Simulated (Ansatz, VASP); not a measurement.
## Ca in VASP and in Ansatz

The input INCAR:

```
SYSTEM = Ca
PREC = Accurate ; ENCUT = 520
EDIFF = 1E-6 ; ISMEAR = -1
SIGMA = 0.1 ; LREAL = .False.
LASPH = .True. ; NELM = 60
ALGO = Normal ; ISIF = 2
LWAVE = .False. ; LCHARG = .False.
GGA = B5 ; ALDAX = 1.0
AGGAX = 1.0 ; AGGAC = 1.0
ALDAC = 0.0 ; NBANDS = 11
```

File KPOINTS:

```
regular mesh
0
Gamma
  16 16 16
  0 0 0
```

Contents of POSCAR:

```
Ca
1.0
    0.0000000000      2.6553106281      2.6553106281
    2.6553106281      0.0000000000      2.6553106281
    2.6553106281      2.6553106281      0.0000000000
Ca
1
Direct
    0.0000000000      0.0000000000      0.0000000000
```

Input for Ansatz:

```yaml
crystal:
  lattice:
    - [0.0, 2.6553106281, 2.6553106281]
    - [2.6553106281, 0.0, 2.6553106281]
    - [2.6553106281, 2.6553106281, 0.0]
  atoms:
    - { symbol: Ca, position: [0.0, 0.0, 0.0] }
hamiltonian:
  xc: blyp
  pseudopotentials:
    kind: paw
    azcp:
      Ca: "pseudopotentials/Ca.paw.azcp"
basis:
  ecutwfc: 420
  fft_grid_basis: typed
kpoints:
  mp_grid: { grid: [16, 16, 16], shift: [0, 0, 0] }
magnetization:
  spin_polarized: false
scf:
  occupations: { method: fermi_dirac, width: 0.1 }
output:
  stress: true
```

Alike in both runs: task single point; functional BLYP; k mesh 16 × 16 × 16; occupations fermi-dirac, width 0.1 eV; no spin polarisation.

|  | VASP | Ansatz |
| --- | --- | --- |
| version | VASP 6.6.1 | Ansatz 0.2.0 |
| potentials or method | VASP PAW PBE potentials, release 64 (Ca_sv), cutoff 520 eV | plane waves (420 eV) with PAW, scalar-relativistic |
| valence electrons in the cell | 10 | 10 |

```csv
,VASP,Ansatz,Ansatz less VASP
pressure (GPa),2.6,2.6,-0.03
```

VASP's potentials were made for PBE, not for BLYP. With one functional, cell and mesh, what is left measures potentials, basis and numerics.
